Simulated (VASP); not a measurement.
# Rh (Fd-3m) in VASP: a series of runs

Rh is run at these levels: LDA; tasks: single point.

Everything below comes from runs of VASP 6.6.1. Logs are shortened: lines on timing, memory, paths and dates and some standing lists are left out, and cuts for length are marked.

## (1) The cell of the first run

The structure is cubic, space group Fd-3m (No. 227). Conventional cell: a = 5.392 Å, b = 5.392 Å, c = 5.392 Å, α = 90.00°, β = 90.00°, γ = 90.00°. Rh (site symmetry -43m) has 4 Rh at 2.33 Å within 3.1 Å.

This isn't the form of Rh at room conditions, which is fcc.

## (2) Single point, LDA

INCAR reads:

```
SYSTEM = Rh
  ALGO = Normal
  EDIFF = 1E-6
  ENCUT = 500
  GGA = CA
  GGA_COMPAT = .FALSE.
  ISIF = 2
  ISMEAR = -1
  LASPH = .TRUE.
  LCHARG = .FALSE.
  LREAL = .FALSE.
  LWAVE = .FALSE.
  NBANDS = 22
  NELM = 120
  PREC = Accurate
  SIGMA = 0.1
```

KPOINTS reads:

```
k-points
0
G
  17 17 17
  0 0 0
```

POSCAR reads:

```
Rh
1.0
    0.0000000000      2.6961220968      2.6961220968
    2.6961220968      0.0000000000      2.6961220968
    2.6961220968      2.6961220968      0.0000000000
Rh
2
Direct
    0.1250000000      0.1250000000      0.1250000000
    0.8750000000      0.8750000000      0.8750000000
```

Potentials or basis: VASP PAW LDA potentials, release 64 (Rh_pv).

Started as:

```console
> cat potpaw_LDA.64/Rh_pv/POTCAR > POTCAR
> mpirun -np 1 vasp_std > vasp.out
```

OUTCAR:

```text
SYSTEM = Rh
   EDIFF = 1E-6
   ENCUT = 500
   GGA = CA
   ISIF = 2
   ISMEAR = -1
   LASPH = .TRUE.
   LREAL = .FALSE.
   NELM = 120
   PREC = Accurate

 ion  position               nearest neighbor table
   1  0.125  0.125  0.125-   2 2.33   2 2.33   2 2.33   2 2.33
   2  0.875  0.875  0.875-   1 2.33   1 2.33   1 2.33   1 2.33

  LATTYP: Found a face centered cubic cell.
 ALAT       =     5.3922441936

  Lattice vectors:

 A1 = (   0.0000000000,   2.6961220968,   2.6961220968)
 A2 = (   2.6961220968,   0.0000000000,   2.6961220968)
 A3 = (   2.6961220968,   2.6961220968,   0.0000000000)

Analysis of symmetry for initial positions (statically):
=====================================================================
 Subroutine PRICEL returns:
 Original cell was already a primitive cell.

 Routine SETGRP: Setting up the symmetry group for a
 face centered cubic supercell.

 Subroutine GETGRP returns: Found 48 space group operations
 (whereof 12 operations were pure point group operations)
 out of a pool of 48 trial point group operations.

The static configuration has the point symmetry D_3d.
 The point group associated with its full space group is O_h .

Analysis of symmetry for dynamics (positions and initial velocities):
=====================================================================
 Subroutine PRICEL returns:
 Original cell was already a primitive cell.

 Routine SETGRP: Setting up the symmetry group for a
 face centered cubic supercell.

 Subroutine GETGRP returns: Found 48 space group operations
 (whereof 12 operations were pure point group operations)
 out of a pool of 48 trial point group operations.

The dynamic configuration has the point symmetry D_3d.
 The point group associated with its full space group is O_h .

 Subroutine INISYM returns: Found 48 space group operations
 (whereof 12 operations are pure point group operations),
 and found     1 'primitive' translations

----------------------------------------------------------------------------------------

                                     Primitive cell

  volume of cell :      39.1966

  direct lattice vectors                    reciprocal lattice vectors
     0.000000000  2.696122097  2.696122097    -0.185451542  0.185451542  0.185451542
     2.696122097  0.000000000  2.696122097     0.185451542 -0.185451542  0.185451542
     2.696122097  2.696122097  0.000000000     0.185451542  0.185451542 -0.185451542

  length of vectors
     3.812892435  3.812892435  3.812892435     0.321211493  0.321211493  0.321211493

  position of ions in fractional coordinates (direct lattice)
     0.125000000  0.125000000  0.125000000
     0.875000000  0.875000000  0.875000000

  ion indices of the primitive-cell ions
   primitive index   ion index
                 1           1
                 2           2

----------------------------------------------------------------------------------------

 KPOINTS: k-points

Automatic generation of k-mesh.
 Grid dimensions read from file:
 generate k-points for:   17   17   17

 Generating k-lattice:

  Cartesian coordinates                     Fractional coordinates (reciprocal lattice)
    -0.010908914  0.010908914  0.010908914     0.058823529  0.000000000  0.000000000
     0.010908914 -0.010908914  0.010908914     0.000000000  0.058823529  0.000000000
     0.010908914  0.010908914 -0.010908914     0.000000000  0.000000000  0.058823529

  Length of vectors
     0.018894794  0.018894794  0.018894794

  Shift w.r.t. Gamma in fractional coordinates (k-lattice)
     0.000000000  0.000000000  0.000000000

 Subroutine IBZKPT returns following result:
 ===========================================

 Found    165 irreducible k-points:

 Following reciprocal coordinates:
            Coordinates               Weight
  0.000000  0.000000  0.000000      1.000000
  0.058824  0.000000  0.000000      8.000000
  0.117647  0.000000  0.000000      8.000000
  0.176471  0.000000  0.000000      8.000000
  0.235294  0.000000  0.000000      8.000000
  0.294118  0.000000  0.000000      8.000000
[... 16 lines left out ...]
 -0.176471  0.058824  0.000000     24.000000
 -0.117647  0.058824  0.000000     24.000000
 [... further k-points ...]
   k-points           NKPTS =    165   k-points in BZ     NKDIM =    165   number of bands    NBANDS=     22
   number of dos      NEDOS =    301   number of ions     NIONS =      2
   total plane-waves  NPLWV =  21952
   dimension x,y,z NGX =    28 NGY =   28 NGZ =   28
   dimension x,y,z NGXF=    56 NGYF=   56 NGZF=   56
   ions per type =               2
   NGX,Y,Z   is equivalent  to a cutoff of  12.21, 12.21, 12.21 a.u.
   NGXF,Y,Z  is equivalent  to a cutoff of  24.42, 24.42, 24.42 a.u.
 SYSTEM =  Rh
   PREC   = accura    normal or accurate (medium, high low for compatibility)
   ISTART =      0    job   : 0-new  1-cont  2-samecut
   ICHARG =      2    charge: 1-file 2-atom 10-const
   ISPIN  =      1    spin polarized calculation?
   LNONCOLLINEAR =      F non collinear calculations
   LSORBIT =      F    spin-orbit coupling
   LASPH  =      T    aspherical Exc in radial PAW
   ENCUT  =  500.0 eV  36.75 Ry    6.06 a.u.   6.95  6.95  6.95*2*pi/ulx,y,z
   NELM   =    120;   NELMIN=  2; NELMDL= -5     # of ELM steps
   EDIFF  = 0.1E-05   stopping-criterion for ELM
   LREAL  =      F    real-space projection
   EDIFFG = 0.1E-04   stopping-criterion for IOM
   NSW    =      0    number of steps for IOM
   IBRION =     -1    ionic relax: 0-MD 1-quasi-New 2-CG
   NFREE  =      0    steps in history (QN), initial steepest desc. (CG)
   ISIF   =      2    stress and relaxation
   ISYM   =      2    0-nonsym 1-usesym 2-fastsym
   POTIM  = 0.5000    time-step for ionic-motion
   TEBEG  =    0.0;   TEEND  =   0.0 temperature during run
   PSTRESS=    0.0 pullay stress
   NELECT =      30.0000    total number of electrons
   NUPDOWN=      -1.0000    fix difference up-down
   EMIN   =  10.00;   EMAX   =-10.00  energy-range for DOS
   EFERMI =   0.00;   METHOD = LEGACY
   ISMEAR =    -1;   SIGMA  =   0.10  broadening in eV -4-tet -1-fermi 0-gaus
   EFERMI_NEDOS =   21; number of points for ismear=-14 and -15
   IALGO  =     38    algorithm
   IMIX   =      4    mixing-type and parameters
     AMIX     =   0.40;   BMIX     =  1.00
     AMIX_MAG =   1.60;   BMIX_MAG =  1.00
  volume/ion in A,a.u.               =      19.60       132.26
  Fermi-wavevector in a.u.,A,eV,Ry     =   1.497496  2.829857 30.510990  2.242495
  Thomas-Fermi vector in A             =   2.609376
   LORBIT       =      0    0 simple, 1 ext, 2 COOP (PROOUT), +10 PAW based schemes
   GGA     = CA    functional components
   LHFCALC =     F    Hartree Fock is set to
   AEXX    =    0.0000 exact exchange contribution
   IVDW    =     0    specifies the selected vdW correction
   LEPSILON=     F    determine dielectric tensor
   LRPA    =     F    only Hartree local field effects (RPA)
 non-spin polarized calculation
  energy-cutoff  :      500.00
  volume of cell :       39.20
 maximum number of plane-waves:      1011
   NGX = 13   NGY = 13   NGZ = 13

 number of electron      29.9999996 magnetization

 Free energy of the ion-electron system (eV)
  ---------------------------------------------------
  ext. energy  EPLUGINS =         0.00000000
  ---------------------------------------------------
  free energy    TOTEN  =       -14.76637127 eV

  energy without entropy =      -14.67054235  energy(sigma->0) =      -14.71845681

 E-fermi :   6.9410     XC(G=0): -11.8382

 val. band max:        6.9370539204   @ k =  -0.2353   0.2941   0.1176
 cond. band min:       6.9509537492   @ k =   0.4706   0.3529   0.0588
 fundamental gap:      0.0138998288
 Fermi energy:         6.9409794878

 k-point     1 :       0.0000    0.0000    0.0000
  band No.  band energies     occupation
      1     -40.2116      2.00000
      2     -40.2116      2.00000
      3     -40.2116      2.00000
      4     -39.4652      2.00000
      5     -39.4652      2.00000
      6     -39.4652      2.00000
[... 14 lines left out ...]
     21      19.9841      0.00000
     22      20.2486      0.00000

 k-point     2 :       0.0588    0.0000    0.0000
  band No.  band energies     occupation
      1     -40.2146      2.00000
      2     -40.2146      2.00000
      3     -40.2109      2.00000
      4     -39.4663      2.00000
      5     -39.4622      2.00000
      6     -39.4622      2.00000
[... 14 lines left out ...]
     21      19.7446      0.00000
     22      20.4985      0.00000

 k-point     3 :       0.1176    0.0000    0.0000
  band No.  band energies     occupation
      1     -40.2229      2.00000
      2     -40.2229      2.00000
      3     -40.2088      2.00000
      4     -39.4691      2.00000
      5     -39.4536      2.00000
      6     -39.4536      2.00000
[... 14 lines left out ...]
     21      19.2470      0.00000
     22      20.9514      0.00000

 k-point     4 :       0.1765    0.0000    0.0000
  band No.  band energies     occupation
      1     -40.2351      2.00000
      2     -40.2351      2.00000
      3     -40.2057      2.00000
      4     -39.4735      2.00000
      5     -39.4408      2.00000
      6     -39.4408      2.00000
[... 14 lines left out ...]
     21      18.6803      0.00000
     22      21.1534      0.00000

 k-point     5 :       0.2353    0.0000    0.0000
  band No.  band energies     occupation
      1     -40.2494      2.00000
      2     -40.2494      2.00000
      3     -40.2021      2.00000
      4     -39.4786      2.00000
      5     -39.4260      2.00000
      6     -39.4260      2.00000
[... 14 lines left out ...]
     21      18.1210      0.00000
     22      21.1069      0.00000

 k-point     6 :       0.2941    0.0000    0.0000
  band No.  band energies     occupation
      1     -40.2636      2.00000
      2     -40.2636      2.00000
      3     -40.1984      2.00000
      4     -39.4838      2.00000
      5     -39.4111      2.00000
      6     -39.4111      2.00000
[... 14 lines left out ...]
     21      17.8071      0.00000
     22      21.0436      0.00000

 k-point     7 :       0.3529    0.0000    0.0000
  band No.  band energies     occupation
      1     -40.2760      2.00000
      2     -40.2760      2.00000
      3     -40.1951      2.00000
      4     -39.4884      2.00000
      5     -39.3982      2.00000
      6     -39.3982      2.00000
[... 324 lines left out ...]
      6     -39.3792      2.00000
[... 14 lines left out ...]
     21      17.5965      0.00000
     22      20.8674      0.00000

 k-point    21 :      -0.2941    0.0588    0.0000
  band No.  band energies     occupation
      1     -40.2847      2.00000
      2     -40.2652      2.00000
      3     -40.1831      2.00000
      4     -39.4990      2.00000
      5     -39.4094      2.00000
      6     -39.3905      2.00000
[... 14 lines left out ...]
     21      17.8977      0.00000
     22      20.7871      0.00000

 k-point    22 :      -0.2353    0.0588    0.0000
  band No.  band energies     occupation
      1     -40.2703      2.00000
      2     -40.2509      2.00000
      3     -40.1891      2.00000
      4     -39.4918      2.00000
      5     -39.4244      2.00000
      6     -39.4051      2.00000
[... 14 lines left out ...]
     21      18.5754      0.00000
     22      20.7581      0.00000

 k-point    23 :      -0.1765    0.0588    0.0000
  band No.  band energies     occupation
      1     -40.2543      2.00000
      2     -40.2367      2.00000
      3     -40.1954      2.00000
      4     -39.4842      2.00000
      5     -39.4391      2.00000
      6     -39.4215      2.00000
[... 14 lines left out ...]
     21      19.2860      0.00000
     22      20.8052      0.00000

 k-point    24 :      -0.1176    0.0588    0.0000
  band No.  band energies     occupation
      1     -40.2384      2.00000
      2     -40.2248      2.00000
      3     -40.2014      2.00000
      4     -39.4771      2.00000
      5     -39.4515      2.00000
      6     -39.4378      2.00000
[... 14 lines left out ...]
     21      19.8855      0.00000
     22      20.5418      0.00000

 [... further k-points ...]

------------------------ aborting loop because EDIFF is reached ----------------------------------------

  FORCE on cell =-STRESS in cart. coord.  units (eV):
  Direction    XX          YY          ZZ          XY          YZ          ZX
  --------------------------------------------------------------------------------------
  -------------------------------------------------------------------------------------
  Total        0.1638742      0.1638742      0.1638742      0.0000000      0.0000000      0.0000000
  in kB        6.6984205      6.6984205      6.6984205      0.0000000      0.0000000      0.0000000
  external PRESSURE =       6.6984205 kB  Pullay stress =       0.0000000 kB

 VOLUME and BASIS-vectors are now :
 -----------------------------------------------------------------------------
  energy-cutoff  :      500.00
  volume of cell :       39.20
      direct lattice vectors                 reciprocal lattice vectors
     0.000000000  2.696122097  2.696122097    -0.185451542  0.185451542  0.185451542
     2.696122097  0.000000000  2.696122097     0.185451542 -0.185451542  0.185451542
     2.696122097  2.696122097  0.000000000     0.185451542  0.185451542 -0.185451542

 POSITION                                       TOTAL-FORCE (eV/Angst)
 -----------------------------------------------------------------------------------
      0.67403      0.67403      0.67403         0.000000      0.000000      0.000000
      4.71821      4.71821      4.71821        -0.000000     -0.000000     -0.000000
 -----------------------------------------------------------------------------------
    total drift:                                0.000000     -0.000000     -0.000000

  FREE ENERGIE OF THE ION-ELECTRON SYSTEM (eV)
  ---------------------------------------------------
  free  energy   TOTEN  =       -14.7663712656 eV

  energy  without entropy=      -14.6705423533  energy(sigma->0) =      -14.71845681
```

Wall time 42 s (1 thread of Intel Xeon Platinum 8559C (Emerald Rapids), shared host); peak memory 0.22 GiB.

Results:

```
Free energy            : -14.7664 eV
Pressure               : 0.7 GPa
Band gap on the k mesh : zero (bands 15 and 16 overlap by 1.38 eV)
```

Levels at points of the mesh, in eV from the Fermi level:
```csv
k point,band 13,band 14,band 15,band 16,band 17,band 18
"(0.00, 0.00, 0.00)",-1.57,-1.57,-1.57,0.47,0.47,12.72
```

## (3) Single point, LDA, non-collinear spin, zero start, spin-orbit coupling

INCAR reads:

```
ALGO = Normal
EDIFF = 1E-6
ENCUT = 500
GGA_COMPAT = False
ISIF = 2
ISMEAR = -1
LASPH = True
LCHARG = False
LMAXMIX = 4
LORBIT = 11
LORBMOM = True
LREAL = False
LSORBIT = True
LWAVE = False
MAGMOM = 0 0 0 0 0 0
NBANDS = 42
NELM = 200
PREC = Accurate
SIGMA = 0.1
```

KPOINTS reads:

```
k-points
0
Gamma
  10 10 10
```

POSCAR is that of step 2.

Potentials or basis: VASP PAW LDA potentials, release 64 (Rh_pv).

Started as:

```console
> cat potpaw_LDA.64/Rh_pv/POTCAR > POTCAR
> mpirun -np 1 vasp_ncl > vasp.out
```

Wall time 59 s (1 thread of Intel Xeon Platinum 8559C (Emerald Rapids), shared host); peak memory 0.26 GiB.

The run converged. Its results:

```yaml
Free_energy: -15.0843 eV
Pressure: 0.9 GPa
Net_moment: 0.00 μB per cell
Valence_electrons_inside_the_program's_atomic_spheres: Rh 13.90
```

Moments on the atoms (μB; x, y, z):
```
Rh  0.00 0.00 0.00
Rh  0.00 0.00 0.00
```

## (4) Single point, LDA

INCAR reads:

```
SYSTEM = Rh
PREC = Accurate
ENCUT = 520
EDIFF = 1E-7
ISMEAR = -1
SIGMA = 0.1
LREAL = .FALSE.
LASPH = .TRUE.
NELM = 80
ALGO = Normal
ISIF = 2
LWAVE = .FALSE.
LCHARG = .FALSE.
NBANDS = 22
```

KPOINTS reads:

```
Automatic mesh
0
G
  10 10 10
  0 0 0
```

POSCAR is that of step 3.

Started as:

```console
> cat potpaw_LDA.64/Rh_pv/POTCAR > POTCAR
> mpirun -np 1 vasp_std > vasp.out
```

Wall time 13 s (1 thread of Intel Xeon 6975P-C (Granite Rapids), shared host); peak memory 0.15 GiB.

It converged, with:

```
Free energy            : -14.7646 eV
Pressure               : 0.7 GPa
Band gap on the k mesh : zero (bands 15 and 16 overlap by 1.33 eV)
```

Levels at points of the mesh, in eV from the Fermi level:
| k point | band 11 | band 12 | band 13 | band 14 | band 15 | band 16 | band 17 | band 18 | band 19 | band 20 |
| --- | --- | --- | --- | --- | --- | --- | --- | --- | --- | --- |
| (0.00, 0.00, 0.00) | -4.21 | -4.21 | -1.57 | -1.57 | -1.57 | 0.47 | 0.47 | 12.71 | 13.04 | 13.04 |
| (0.50, 0.00, 0.00) | -4.30 | -3.95 | -0.96 | -0.96 | -0.87 | 0.08 | 0.08 | 1.95 | 9.80 | 9.80 |
| (0.50, 0.50, 0.00) | -2.32 | -2.32 | -2.29 | -2.29 | 0.35 | 0.35 | 2.40 | 2.40 | 4.81 | 4.81 |

## (5) Single point, LDA (17.25 Å³/atom)

This run uses another cell than the first one, of 17.25 Å³/atom.

INCAR reads:

```
ALGO = Normal ; EDIFF = 1E-6
ENCUT = 520 ; GGA = CA
ISIF = 2 ; ISMEAR = -1
LASPH = T ; LCHARG = F
LREAL = F ; LWAVE = F
NBANDS = 22 ; NELM = 100
PREC = Accurate ; SIGMA = 0.1
```

KPOINTS reads:

```
k-points
0
Gamma
  11 11 11
```

POSCAR reads:

```
Rh
1.0
    0.0000000000      2.5836505903      2.5836505903
    2.5836505903      0.0000000000      2.5836505903
    2.5836505903      2.5836505903      0.0000000000
Rh
2
Direct
    0.1250000000      0.1250000000      0.1250000000
    0.8750000000      0.8750000000      0.8750000000
```

Started as:

```console
> cat potpaw_LDA.64/Rh_pv/POTCAR > POTCAR
> mpirun -np 1 vasp_std > vasp.out
```

It took 14 s on 1 thread of Intel Xeon 6975P-C (Granite Rapids), shared host; peak memory 0.16 GiB.

It converged, with:

```
Free energy            : -14.3715 eV
Pressure               : 29.6 GPa
Band gap on the k mesh : zero (bands 15 and 16 overlap by 1.51 eV)
```

Levels at points of the mesh, in eV from the Fermi level:
| k point | band 13 | band 14 | band 15 | band 16 | band 17 | band 18 |
| --- | --- | --- | --- | --- | --- | --- |
| (0.00, 0.00, 0.00) | -1.84 | -1.84 | -1.84 | 0.64 | 0.64 | 13.06 |

Caveat: the cell stands under pressure.

## (6) Single point, LDA (18.03 Å³/atom)

This run uses another cell than the first one, of 18.03 Å³/atom.

INCAR reads:

```
PREC     = Accurate       # precision mode
ENCUT    = 520            # plane-wave cutoff, eV
EDIFF    = 1E-6           # SCF threshold, eV
ISMEAR   = -1             # smearing method
SIGMA    = 0.1            # smearing width, eV
LREAL    = False          # projectors in reciprocal space
LASPH    = True           # aspherical terms in the spheres
NELM     = 80             # most SCF steps
ALGO     = Normal         # electronic algorithm
ISIF     = 2              # what is computed and relaxed
LWAVE    = False          # write WAVECAR
LCHARG   = False          # write CHGCAR
GGA      = CA             # functional
NBANDS   = 22             # bands
```

KPOINTS reads:

```
regular mesh
0
Gamma
  11 11 11
```

POSCAR reads:

```
Rh
1.0
    0.0000000000      2.6222182255      2.6222182255
    2.6222182255      0.0000000000      2.6222182255
    2.6222182255      2.6222182255      0.0000000000
Rh
2
Direct
    0.1250000000      0.1250000000      0.1250000000
    0.8750000000      0.8750000000      0.8750000000
```

Potentials or basis: VASP PAW LDA potentials, release 64 (Rh_pv).

Started as:

```console
> cat potpaw_LDA.64/Rh_pv/POTCAR > POTCAR
> mpirun -np 1 vasp_std > vasp.out
```

Wall time 13 s (1 thread of Intel Xeon 6975P-C (Granite Rapids), shared host); peak memory 0.16 GiB.

It converged, with:

```
Free energy            : -14.6009 eV
Pressure               : 17.5 GPa
Band gap on the k mesh : zero (bands 15 and 16 overlap by 1.40 eV)
```

Levels at points of the mesh, in eV from the Fermi level:
| k point | band 11 | band 12 | band 13 | band 14 | band 15 | band 16 | band 17 | band 18 | band 19 | band 20 |
| --- | --- | --- | --- | --- | --- | --- | --- | --- | --- | --- |
| (0.00, 0.00, 0.00) | -4.65 | -4.65 | -1.75 | -1.75 | -1.75 | 0.58 | 0.58 | 12.95 | 13.36 | 13.36 |

Caveat: the cell stands under pressure.

## (7) Summary

```tsv
spin	cell	k mesh	cutoff (eV)	gap on the mesh (eV)	pressure (GPa)
off	a = 3.813 Å, angles 60.0°, 2 atoms	17 × 17 × 17	500	none	0.7
non-collinear, zero start, SOC	a = 3.813 Å, angles 60.0°, 2 atoms	10 × 10 × 10	500	-	0.9
off	a = 3.813 Å, angles 60.0°, 2 atoms	10 × 10 × 10	520	none	0.7
off	a = 3.654 Å, angles 60.0°, 2 atoms	11 × 11 × 11	520	none	29.6
off	a = 3.708 Å, angles 60.0°, 2 atoms	11 × 11 × 11	520	none	17.5
```

Alike in all rows: task single point; level LDA; potentials or basis VASP PAW LDA potentials, release 64 (Rh_pv); smearing fermi-dirac 0.1 eV.

Caveats: the cell stands under pressure (at least some runs).

Absolute energies hang on the potentials; compare differences alone.
